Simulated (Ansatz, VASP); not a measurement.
One calculation of Co, two programs

File INCAR:

```
SYSTEM = Co
PREC = Accurate ; ENCUT = 600
EDIFF = 1E-6 ; ISMEAR = -1
SIGMA = 0.1 ; LREAL = .FALSE.
LASPH = .TRUE. ; NELM = 120
ALGO = Normal ; ISIF = 2
LWAVE = .FALSE. ; LCHARG = .FALSE.
GGA = PE ; NBANDS = 10
GGA_COMPAT = .FALSE.
```

File KPOINTS:

```
Automatic mesh
0
G
  18 18 18
  0 0 0
```

Contents of POSCAR:

```
Co
1.0
    0.0000000000      1.7738352546      1.7738352546
    1.7738352546      0.0000000000      1.7738352546
    1.7738352546      1.7738352546      0.0000000000
Co
1
Direct
    0.0000000000      0.0000000000      0.0000000000
```

Input for Ansatz:

```yaml
crystal:
  lattice:
    - [0.0, 1.7738352546, 1.7738352546]
    - [1.7738352546, 0.0, 1.7738352546]
    - [1.7738352546, 1.7738352546, 0.0]
  atoms:
    - { symbol: Co, position: [0.0, 0.0, 0.0] }
hamiltonian:
  xc: pbe
  pseudopotentials:
    kind: paw
    azcp:
      Co: "pseudopotentials/Co.paw.azcp"
basis:
  ecutwfc: 420
  fft_grid_basis: typed
kpoints:
  mp_grid: { grid: [18, 18, 18], shift: [0, 0, 0] }
magnetization:
  spin_polarized: false
scf:
  occupations: { method: fermi_dirac, width: 0.1 }
  lower_state_search: "off"
output:
  stress: true
  write_density: true
  write_potential: true
  elf: true
  volumetric_format: npy
```

Alike in both runs: task single point; functional PBE; k mesh 18 × 18 × 18; occupations fermi-dirac, width 0.1 eV; no spin polarisation.

|  | VASP | Ansatz |
| --- | --- | --- |
| version | VASP 6.6.1 | Ansatz 0.2.0 |
| potentials or method | VASP PAW PBE potentials, release 64 (Co), cutoff 600 eV | plane waves (420 eV) with PAW, scalar-relativistic |
| valence electrons in the cell | 9 | 17 |

```tsv
	VASP	Ansatz	Ansatz less VASP
pressure (GPa)	-16.5	-16.1	+0.32
```

VASP's potentials hold 9 valence electrons a cell and Ansatz's 17, so a difference there can come from the potentials and not from the codes.
